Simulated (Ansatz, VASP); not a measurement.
# Br in VASP and in Ansatz

```
Br
1.0
     4.91045    0.00000    0.00000
    -2.45522    4.25257    0.00000
     0.00000    0.00000    4.49705
Br
2
Direct
  0.33333 0.66667 0.00000
  0.66667 0.33333 0.00000
```

Alike in both runs: task relaxation of cell and atoms; functional PBE; k mesh 12 × 12 × 12; occupations gaussian, width 0.1 eV; no spin polarisation.

```csv
,VASP,Ansatz
version,VASP 6.6.1,Ansatz 0.2.0
potentials or method,"VASP PAW PBE potentials, release 64 (Br), cutoff 600 eV","scalar-relativistic, plane waves, PAW"
valence electrons in the cell,14,14
```

```csv
,VASP,Ansatz,Ansatz less VASP
"gap on the k mesh at the Fermi level, each at its own relaxed structure (eV)",none,none,-
relaxed volume (Å³/atom),48.75,49.68,+0.933
relaxed cell length with the largest relative difference (Å),4.671,4.758,+0.0867
```

A gap of «none» marks a metal or a gap that the smearing closes. Ansatz's warnings: xc potential rough in thin density.
